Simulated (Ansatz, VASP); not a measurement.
One calculation of AlGa3N4, two programs

INCAR

```
SYSTEM = AlGa3N4
  ALGO = Normal
  EDIFF = 1E-6
  ENCUT = 520
  GGA = PS
  ISIF = 2
  ISMEAR = 0
  LASPH = .True.
  LCHARG = .False.
  LREAL = Auto
  LWAVE = .False.
  NBANDS = 76
  NELM = 60
  PREC = Accurate
  SIGMA = 0.05
```

KPOINTS

```
k-points
0
Gamma
  6 6 3
  0 0 0
```

File POSCAR:

```
AlGa3N4
1.0
    0.0000000000     -4.4676279353      0.0000000000
    0.0000000000      0.0000000000     -4.4676279353
    8.6352558707      0.0000000000      0.0000000000
Al Ga N
2 6 8
Direct
    1.0000000000      1.0000000000      0.8420207315
    1.0000000000      1.0000000000      0.3246500823
    0.5000000000      1.0000000000      0.0659647578
    0.5000000000      1.0000000000      0.5833354069
    1.0000000000      0.5000000000      0.0659647578
    1.0000000000      0.5000000000      0.5833354069
    0.5000000000      0.5000000000      0.8420207315
    0.5000000000      0.5000000000      0.3246500823
    0.2449690796      0.7550309204      0.1979102706
    0.2449690796      0.7550309204      0.7152809197
    0.7550309204      0.2449690796      0.1979102706
    0.7550309204      0.2449690796      0.7152809197
    0.2449690796      0.2449690796      0.9687605432
    0.2449690796      0.2449690796      0.4513898941
    0.7550309204      0.7550309204      0.9687605432
    0.7550309204      0.7550309204      0.4513898941
```

Input for Ansatz:

```yaml
crystal:
  lattice:
    - [0.0, -4.4676279353, 0.0]
    - [0.0, 0.0, -4.4676279353]
    - [8.6352558707, 0.0, 0.0]
  atoms:
    - { symbol: Al, position: [1.0, 1.0, 0.8420207315] }
    - { symbol: Al, position: [1.0, 1.0, 0.3246500823] }
    - { symbol: Ga, position: [0.5, 1.0, 0.0659647578] }
    - { symbol: Ga, position: [0.5, 1.0, 0.5833354069] }
    - { symbol: Ga, position: [1.0, 0.5, 0.0659647578] }
    - { symbol: Ga, position: [1.0, 0.5, 0.5833354069] }
    - { symbol: Ga, position: [0.5, 0.5, 0.8420207315] }
    - { symbol: Ga, position: [0.5, 0.5, 0.3246500823] }
    - { symbol: "N", position: [0.2449690796, 0.7550309204, 0.1979102706] }
    - { symbol: "N", position: [0.2449690796, 0.7550309204, 0.7152809197] }
    - { symbol: "N", position: [0.7550309204, 0.2449690796, 0.1979102706] }
    - { symbol: "N", position: [0.7550309204, 0.2449690796, 0.7152809197] }
    - { symbol: "N", position: [0.2449690796, 0.2449690796, 0.9687605432] }
    - { symbol: "N", position: [0.2449690796, 0.2449690796, 0.4513898941] }
    - { symbol: "N", position: [0.7550309204, 0.7550309204, 0.9687605432] }
    - { symbol: "N", position: [0.7550309204, 0.7550309204, 0.4513898941] }
basis:
  ecutwfc: 420
kpoints:
  mp_grid: { grid: [6, 6, 3] }
hamiltonian:
  xc: pbesol
scf:
  occupations: { method: gaussian, width: 0.05 }
output:
  forces: true
  stress: true
  eigenvalues: true
```

Alike in both runs: task single point; functional PBEsol; k mesh 6 × 6 × 3; occupations gaussian, width 0.05 eV; no spin polarisation.

|  | VASP | Ansatz |
| --- | --- | --- |
| version | VASP 6.6.1 | Ansatz 0.2.0 |
| potentials or method | VASP PAW PBE potentials, release 64 (Al, Ga_d, N), cutoff 520 eV | scalar-relativistic, plane waves, PAW |
| valence electrons in the cell | 124 | 124 |

Ansatz gave:

```
gap on the k mesh at the Fermi level (eV)                     : 2.24
least direct gap on the mesh (eV)                             : 2.24
pressure (GPa)                                                : 8.5
traceless stress, the component that is largest in VASP (GPa) : -4.68
rms of the force components (eV/Å)                            : 1.116
```

What did VASP give for the same quantities?

gap on the k mesh at the Fermi level (eV): 2.26; least direct gap on the mesh (eV): 2.26; pressure (GPa): 8.3; traceless stress, the component that is largest in VASP (GPa): -4.57; rms of the force components (eV/Å): 1.109.

VASP's potentials were made for PBE, not for PBEsol. Atom by atom the forces differ by 0.008 eV/Å (rms over components).
